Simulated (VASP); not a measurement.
# Ir: relaxation of the atoms with PBE

Ir, a slab with vacuum:

```
Ir
1.0
     2.73697    0.00000    0.00000
     0.00000    2.73697    0.00000
     0.00000    0.00000   24.67664
Ir
6
Direct
  0.50000 0.50000 0.30393
  0.00000 0.00000 0.38236
  0.50000 0.50000 0.46079
  0.00000 0.00000 0.53921
  0.50000 0.50000 0.61764
  0.00000 0.00000 0.69607
```

| Item | Value |
| --- | --- |
| Program | VASP 6.6.1 |
| Task | relaxation of the atoms |
| Functional | PBE |
| Potentials or basis | VASP PAW PBE potentials, release 64 (Ir) |
| Cutoff | 520 eV |
| k mesh | 13 × 13 × 1 |
| Occupations | gaussian, width 0.1 eV |
| Spin | no spin polarisation |
| Dipole correction | yes |
| Further INCAR settings | ALGO = Fast; EDIFF = 1e-06; IBRION = 2; EDIFFG = -0.02; NSW = 80 |

| Quantity | Value |
| --- | --- |
| Energy gained by relaxing | 16.3 meV/atom |
| Ionic steps | 8 |
| Band gap on the k mesh | zero (bands 27 and 28 overlap by 1.96 eV) |

The path:
| step | energy change (eV) | largest force (eV/Å) | pressure (GPa) |
| --- | --- | --- | --- |
| 1 | 0.0000 | 0.9195 | -4.00 |
| 2 | -0.0921 | 0.1625 | -2.78 |
| 3 | -0.0926 | 0.0990 | -2.67 |
| 4 | -0.0942 | 0.0785 | -2.53 |
| 5 | -0.0974 | 0.0383 | -2.08 |
| 6 | -0.0978 | 0.0436 | -1.84 |
| 7 | -0.0978 | 0.0481 | -1.85 |
| 8 | -0.0979 | 0.0019 | -1.85 |

Final structure:
```
CELL_PARAMETERS angstrom
2.73697 0.00000 0.00000
0.00000 2.73697 0.00000
0.00000 0.00000 24.67664
ATOMIC_POSITIONS crystal
Ir 0.50000 0.50000 0.30704
Ir 0.00000 0.00000 0.38146
Ir 0.50000 0.50000 0.46048
Ir 0.00000 0.00000 0.53952
Ir 0.50000 0.50000 0.61854
Ir 0.00000 0.00000 0.69296
```

Levels at points of the mesh, in eV from the Fermi level:
| k point | band 25 | band 26 | band 27 | band 28 | band 29 | band 30 | band 31 | band 32 |
| --- | --- | --- | --- | --- | --- | --- | --- | --- |
| (0.00, 0.00, 0.00) | -0.84 | -0.65 | -0.65 | -0.28 | 0.37 | 0.56 | 0.56 | 0.88 |

Run time: 17 min on 1 thread of Oxide Virtual Turin-like Processor, with other jobs on the host, peak memory 0.31 GiB.

Caveat: spin-orbit coupling is left out, which moves the levels of the heavy elements.
